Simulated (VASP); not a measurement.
# TiC3 (Pm-3m) in VASP: a series of runs

The runs below take TiC3 through single point, relaxation of cell and atoms, with r2SCAN.

All numbers are computed with VASP 6.6.1; they aren't measurements. Logs are shortened: lines on timing, memory, paths and dates and some standing lists are left out, and cuts for length are marked.

## Step 1: The cell of the first run

It takes space group Pm-3m (No. 221, cubic). The conventional cell has a = 3.200 Å, b = 3.200 Å, c = 3.200 Å, α = 90.00°, β = 90.00°, γ = 90.00°. Ti (site symmetry m-3m) has 12 C at 2.26 Å within 3.0 Å. C (site symmetry 4/mmm) has 4 Ti at 2.26 Å and 8 C at 2.26 Å within 3.0 Å.

## Step 2: Single point, r2SCAN

Contents of POSCAR:

```
TiC3
1.0
    3.2001777247      0.0000000000      0.0000000000
    0.0000000000      3.2001777247      0.0000000000
    0.0000000000      0.0000000000      3.2001777247
Ti C
1 3
Direct
    0.0000000000      0.0000000000      0.0000000000
    0.0000000000      0.5000000000      0.5000000000
    0.5000000000      0.0000000000      0.5000000000
    0.5000000000      0.5000000000      0.0000000000
```

Contents of INCAR.step1:

```
SYSTEM = TiC3
ALGO = Normal
EDIFF = 1E-4
ENCUT = 520
GGA = PE
ISMEAR = 0
LASPH = .TRUE.
LCHARG = .FALSE.
LREAL = .FALSE.
LWAVE = .TRUE.
NBANDS = 20
NELM = 100
PREC = Accurate
SIGMA = 0.1
```

Contents of INCAR.step2:

```
SYSTEM = TiC3
ALGO = Normal
EDIFF = 1E-6
ENCUT = 520
ISIF = 2
ISMEAR = 0
ISTART = 1
LASPH = .TRUE.
LCHARG = .FALSE.
LMIXTAU = .TRUE.
LREAL = .FALSE.
LWAVE = .FALSE.
METAGGA = R2SCAN
NBANDS = 20
NELM = 100
PREC = Accurate
SIGMA = 0.1
```

Contents of KPOINTS:

```
k-points
0
G
  6 6 6
  0 0 0
```

Potentials or basis: VASP PAW PBE potentials, release 64 (Ti_sv, C).

Started as:

```
$ cat potpaw_PBE.64/Ti_sv/POTCAR potpaw_PBE.64/C/POTCAR > POTCAR
$ cp INCAR.step1 INCAR
$ mpirun -np 1 vasp_std > vasp.out
$ cp INCAR.step2 INCAR
$ mpirun -np 1 vasp_std > vasp.out
```

OUTCAR:

```text
SYSTEM = TiC3
   EDIFF = 1E-6
   ENCUT = 520
   ISIF = 2
   ISMEAR = 0
   ISTART = 1
   LASPH = .TRUE.
   LREAL = .FALSE.
   METAGGA = R2SCAN
   NELM = 100
   PREC = Accurate

 ion  position               nearest neighbor table
   1  0.000  0.000  0.000-   2 2.26   3 2.26   4 2.26   2 2.26   3 2.26   2 2.26   4 2.26   2 2.26
                             3 2.26   4 2.26   3 2.26   4 2.26
   2  0.000  0.500  0.500-   1 2.26   1 2.26   1 2.26   1 2.26
   3  0.500  0.000  0.500-   1 2.26   1 2.26   1 2.26   1 2.26
   4  0.500  0.500  0.000-   1 2.26   1 2.26   1 2.26   1 2.26

  LATTYP: Found a simple cubic cell.
 ALAT       =     3.2001777247

  Lattice vectors:

 A1 = (   3.2001777247,   0.0000000000,   0.0000000000)
 A2 = (   0.0000000000,   3.2001777247,   0.0000000000)
 A3 = (   0.0000000000,   0.0000000000,   3.2001777247)

Analysis of symmetry for initial positions (statically):
=====================================================================
 Subroutine PRICEL returns:
 Original cell was already a primitive cell.

 Routine SETGRP: Setting up the symmetry group for a
 simple cubic supercell.

 Subroutine GETGRP returns: Found 48 space group operations
 (whereof 48 operations were pure point group operations)
 out of a pool of 48 trial point group operations.

The static configuration has the point symmetry O_h .

Analysis of symmetry for dynamics (positions and initial velocities):
=====================================================================
 Subroutine PRICEL returns:
 Original cell was already a primitive cell.

 Routine SETGRP: Setting up the symmetry group for a
 simple cubic supercell.

 Subroutine GETGRP returns: Found 48 space group operations
 (whereof 48 operations were pure point group operations)
 out of a pool of 48 trial point group operations.

The dynamic configuration has the point symmetry O_h .

 Subroutine INISYM returns: Found 48 space group operations
 (whereof 48 operations are pure point group operations),
 and found     1 'primitive' translations

----------------------------------------------------------------------------------------

                                     Primitive cell

  volume of cell :      32.7735

  direct lattice vectors                    reciprocal lattice vectors
     3.200177725  0.000000000  0.000000000     0.312482645  0.000000000  0.000000000
     0.000000000  3.200177725  0.000000000     0.000000000  0.312482645  0.000000000
     0.000000000  0.000000000  3.200177725     0.000000000  0.000000000  0.312482645

  length of vectors
     3.200177725  3.200177725  3.200177725     0.312482645  0.312482645  0.312482645

  position of ions in fractional coordinates (direct lattice)
     0.000000000  0.000000000  0.000000000
     0.000000000  0.500000000  0.500000000
     0.500000000  0.000000000  0.500000000
     0.500000000  0.500000000  0.000000000

  ion indices of the primitive-cell ions
   primitive index   ion index
                 1           1
                 2           2
                 3           3
                 4           4

----------------------------------------------------------------------------------------

 KPOINTS: k-points

Automatic generation of k-mesh.
 Grid dimensions read from file:
 generate k-points for:    6    6    6

 Generating k-lattice:

  Cartesian coordinates                     Fractional coordinates (reciprocal lattice)
     0.052080441  0.000000000  0.000000000     0.166666667  0.000000000  0.000000000
     0.000000000  0.052080441  0.000000000     0.000000000  0.166666667  0.000000000
     0.000000000  0.000000000  0.052080441     0.000000000  0.000000000  0.166666667

  Length of vectors
     0.052080441  0.052080441  0.052080441

  Shift w.r.t. Gamma in fractional coordinates (k-lattice)
     0.000000000  0.000000000  0.000000000

 Subroutine IBZKPT returns following result:
 ===========================================

 Found     20 irreducible k-points:

 Following reciprocal coordinates:
            Coordinates               Weight
  0.000000  0.000000  0.000000      1.000000
  0.166667  0.000000  0.000000      6.000000
  0.333333  0.000000  0.000000      6.000000
  0.500000  0.000000  0.000000      3.000000
  0.166667  0.166667  0.000000     12.000000
  0.333333  0.166667  0.000000     24.000000
[... 12 lines left out ...]
  0.500000  0.500000  0.333333      6.000000
  0.500000  0.500000  0.500000      1.000000
   k-points           NKPTS =     20   k-points in BZ     NKDIM =     20   number of bands    NBANDS=     20
   number of dos      NEDOS =    301   number of ions     NIONS =      4
   total plane-waves  NPLWV =  13824
   dimension x,y,z NGX =    24 NGY =   24 NGZ =   24
   dimension x,y,z NGXF=    48 NGYF=   48 NGZF=   48
   ions per type =               1   3
   NGX,Y,Z   is equivalent  to a cutoff of  12.47, 12.47, 12.47 a.u.
   NGXF,Y,Z  is equivalent  to a cutoff of  24.94, 24.94, 24.94 a.u.
 SYSTEM =  TiC3
   PREC   = accura    normal or accurate (medium, high low for compatibility)
   ISTART =      1    job   : 0-new  1-cont  2-samecut
   ICHARG =      0    charge: 1-file 2-atom 10-const
   ISPIN  =      1    spin polarized calculation?
   LNONCOLLINEAR =      F non collinear calculations
   LSORBIT =      F    spin-orbit coupling
   LASPH  =      T    aspherical Exc in radial PAW
   ENCUT  =  520.0 eV  38.22 Ry    6.18 a.u.   5.95  5.95  5.95*2*pi/ulx,y,z
   NELM   =    100;   NELMIN=  2; NELMDL=  0     # of ELM steps
   EDIFF  = 0.1E-05   stopping-criterion for ELM
   LREAL  =      F    real-space projection
   EDIFFG = 0.1E-04   stopping-criterion for IOM
   NSW    =      0    number of steps for IOM
   IBRION =     -1    ionic relax: 0-MD 1-quasi-New 2-CG
   NFREE  =      0    steps in history (QN), initial steepest desc. (CG)
   ISIF   =      2    stress and relaxation
   ISYM   =      2    0-nonsym 1-usesym 2-fastsym
   POTIM  = 0.5000    time-step for ionic-motion
   TEBEG  =    0.0;   TEEND  =   0.0 temperature during run
   PSTRESS=    0.0 pullay stress
   NELECT =      24.0000    total number of electrons
   NUPDOWN=      -1.0000    fix difference up-down
   EMIN   =  10.00;   EMAX   =-10.00  energy-range for DOS
   EFERMI =   0.00;   METHOD = LEGACY
   ISMEAR =     0;   SIGMA  =   0.10  broadening in eV -4-tet -1-fermi 0-gaus
   EFERMI_NEDOS =   21; number of points for ismear=-14 and -15
   IALGO  =     38    algorithm
   IMIX   =      4    mixing-type and parameters
     AMIX     =   0.40;   BMIX     =  1.00
     AMIX_MAG =   1.60;   BMIX_MAG =  1.00
  volume/ion in A,a.u.               =       8.19        55.29
  Fermi-wavevector in a.u.,A,eV,Ry     =   1.475608  2.788496 29.625604  2.177420
  Thomas-Fermi vector in A             =   2.590237
   LORBIT       =      0    0 simple, 1 ext, 2 COOP (PROOUT), +10 PAW based schemes
   METAGGA = R2SCAN    functional components
   LHFCALC =     F    Hartree Fock is set to
   AEXX    =    0.0000 exact exchange contribution
   IVDW    =     0    specifies the selected vdW correction
   LEPSILON=     F    determine dielectric tensor
   LRPA    =     F    only Hartree local field effects (RPA)
 non-spin polarized calculation
 Gauss-broadening in eV      SIGMA  =   0.10
  energy-cutoff  :      520.00
  volume of cell :       32.77
 maximum number of plane-waves:       912
 NGX is ok and might be reduce to    24
   NGX = 11   NGY = 11   NGZ = 11

 number of electron      23.9999996 magnetization

 Free energy of the ion-electron system (eV)
  ---------------------------------------------------
  ext. energy  EPLUGINS =         0.00000000
  ---------------------------------------------------
  free energy    TOTEN  =       -35.03417980 eV

  energy without entropy =      -35.02362166  energy(sigma->0) =      -35.02890073

 E-fermi :  10.1935     XC(G=0): -14.0588

 val. band max:       10.1406406987   @ k =   0.3333   0.1667   0.1667
 cond. band min:      10.2494198274   @ k =   0.5000   0.0000   0.0000
 fundamental gap:      0.1087791287
 Fermi energy:        10.1935291029

 k-point     1 :       0.0000    0.0000    0.0000
  band No.  band energies     occupation
      1     -49.8063      2.00000
      2     -24.9892      2.00000
      3     -24.9892      2.00000
      4     -24.9892      2.00000
      5      -7.6115      2.00000
      6       1.9114      2.00000
[... 12 lines left out ...]
     19      15.5275      0.00000
     20      15.5275      0.00000

 k-point     2 :       0.1667    0.0000    0.0000
  band No.  band energies     occupation
      1     -49.8023      2.00000
      2     -25.0441      2.00000
      3     -24.9826      2.00000
      4     -24.9826      2.00000
      5      -7.2259      2.00000
      6       0.3736      2.00000
[... 12 lines left out ...]
     19      14.8626      0.00000
     20      15.0643      0.00000

 k-point     3 :       0.3333    0.0000    0.0000
  band No.  band energies     occupation
      1     -49.7942      2.00000
      2     -25.1524      2.00000
      3     -24.9695      2.00000
      4     -24.9695      2.00000
      5      -6.1396      2.00000
      6      -1.9669      2.00000
[... 12 lines left out ...]
     19      15.6954      0.00000
     20      15.7373      0.00000

 k-point     4 :       0.5000    0.0000    0.0000
  band No.  band energies     occupation
      1     -49.7902      2.00000
      2     -25.2058      2.00000
      3     -24.9629      2.00000
      4     -24.9629      2.00000
      5      -4.9399      2.00000
      6      -3.6223      2.00000
[... 12 lines left out ...]
     19      16.2271      0.00000
     20      16.5746      0.00000

 k-point     5 :       0.1667    0.1667    0.0000
  band No.  band energies     occupation
      1     -49.7983      2.00000
      2     -25.0399      2.00000
      3     -25.0335      2.00000
      4     -24.9762      2.00000
      5      -6.8553      2.00000
      6       0.2951      2.00000
[... 12 lines left out ...]
     19      14.4297      0.00000
     20      15.2405      0.00000

 k-point     6 :       0.3333    0.1667    0.0000
  band No.  band energies     occupation
      1     -49.7903      2.00000
      2     -25.1435      2.00000
      3     -25.0218      2.00000
      4     -24.9633      2.00000
      5      -5.8149      2.00000
      6      -1.6989      2.00000
[... 12 lines left out ...]
     19      14.9512      0.00000
     20      15.4723      0.00000

 k-point     7 :       0.5000    0.1667    0.0000
  band No.  band energies     occupation
      1     -49.7863      2.00000
      2     -25.1960      2.00000
      3     -25.0145      2.00000
      4     -24.9568      2.00000
      5      -4.7034      2.00000
      6      -3.2596      2.00000
[... 12 lines left out ...]
     19      15.8167      0.00000
     20      15.9263      0.00000
[... 185 lines left out ...]
 k-point    16 :       0.5000    0.5000    0.1667
  band No.  band energies     occupation
      1     -49.7705      2.00000
      2     -25.1580      2.00000
      3     -25.1580      2.00000
      4     -24.9877      2.00000
      5      -3.0463      2.00000
      6      -1.5768      2.00000
[... 12 lines left out ...]
     19      15.8874      0.00000
     20      16.5711      0.00000

 k-point    17 :       0.3333    0.3333    0.3333
  band No.  band energies     occupation
      1     -49.7706      2.00000
      2     -25.1059      2.00000
      3     -25.0982      2.00000
      4     -25.0982      2.00000
      5      -3.8139      2.00000
      6      -0.8736      2.00000
[... 12 lines left out ...]
     19      14.7312      0.00000
     20      16.5989      0.00000

 k-point    18 :       0.5000    0.3333    0.3333
  band No.  band energies     occupation
      1     -49.7667      2.00000
      2     -25.1499      2.00000
      3     -25.0949      2.00000
      4     -25.0902      2.00000
      5      -2.9966      2.00000
      6      -1.7119      2.00000
[... 12 lines left out ...]
     19      15.5256      0.00000
     20      16.0071      0.00000

 k-point    19 :       0.5000    0.5000    0.3333
  band No.  band energies     occupation
      1     -49.7628      2.00000
      2     -25.1410      2.00000
      3     -25.1410      2.00000
      4     -25.0846      2.00000
      5      -2.1660      2.00000
      6      -1.4662      2.00000
[... 12 lines left out ...]
     19      15.5391      0.00000
     20      15.8038      0.00000

 k-point    20 :       0.5000    0.5000    0.5000
  band No.  band energies     occupation
      1     -49.7589      2.00000
      2     -25.1325      2.00000
      3     -25.1325      2.00000
      4     -25.1325      2.00000
      5      -1.4045      2.00000
      6      -1.4045      2.00000
[... 12 lines left out ...]
     19      15.3503      0.00000
     20      16.1904      0.00000

------------------------ aborting loop because EDIFF is reached ----------------------------------------

  FORCE on cell =-STRESS in cart. coord.  units (eV):
  Direction    XX          YY          ZZ          XY          YZ          ZX
  --------------------------------------------------------------------------------------
  -------------------------------------------------------------------------------------
  Total        0.2297366      0.2297366      0.2297366      0.0000000      0.0000000     -0.0000000
  in kB       11.2310001     11.2310001     11.2310001      0.0000000      0.0000000     -0.0000000
  external PRESSURE =      11.2310001 kB  Pullay stress =       0.0000000 kB

 VOLUME and BASIS-vectors are now :
 -----------------------------------------------------------------------------
  energy-cutoff  :      520.00
  volume of cell :       32.77
      direct lattice vectors                 reciprocal lattice vectors
     3.200177725  0.000000000  0.000000000     0.312482645  0.000000000  0.000000000
     0.000000000  3.200177725  0.000000000     0.000000000  0.312482645  0.000000000
     0.000000000  0.000000000  3.200177725     0.000000000  0.000000000  0.312482645

 POSITION                                       TOTAL-FORCE (eV/Angst)
 -----------------------------------------------------------------------------------
      0.00000      0.00000      0.00000         0.000000      0.000000      0.000000
      0.00000      1.60009      1.60009         0.000000      0.000000      0.000000
      1.60009      0.00000      1.60009         0.000000      0.000000      0.000000
      1.60009      1.60009      0.00000         0.000000      0.000000      0.000000
 -----------------------------------------------------------------------------------
    total drift:                                0.000000     -0.000000     -0.000000

  FREE ENERGIE OF THE ION-ELECTRON SYSTEM (eV)
  ---------------------------------------------------
  free  energy   TOTEN  =       -35.0341798010 eV

  energy  without entropy=      -35.0236216584  energy(sigma->0) =      -35.02890073
```

It took 40 s on 1 thread of Intel Xeon 8259CL, shared host; peak memory 0.14 GiB.

Results:

```
Free energy            : -35.0342 eV
Pressure               : 1.1 GPa
Band gap on the k mesh : zero (bands 12 and 13 overlap by 3.36 eV)
```

Levels at points of the mesh, in eV from the Fermi level:
```
           k point  band 9  band 10  band 11  band 12  band 13  band 14  band 15  band 16
(0.00, 0.00, 0.00)   -5.52    -5.52     0.88     0.88     0.88     0.99     0.99     0.99
(0.50, 0.00, 0.00)   -5.63    -4.65    -1.34    -1.34     0.06     1.08     1.09     2.48
(0.50, 0.50, 0.00)   -3.92    -3.92    -1.45    -0.77     0.24     0.24     1.12     2.37
(0.50, 0.50, 0.50)   -6.38    -6.38    -6.38     2.08     2.08     3.48     3.48     3.48
```

Caveat: the PAW data sets were made with another functional, which shifts forces and pressure a little.

(Part 1 of 2 ends here.)
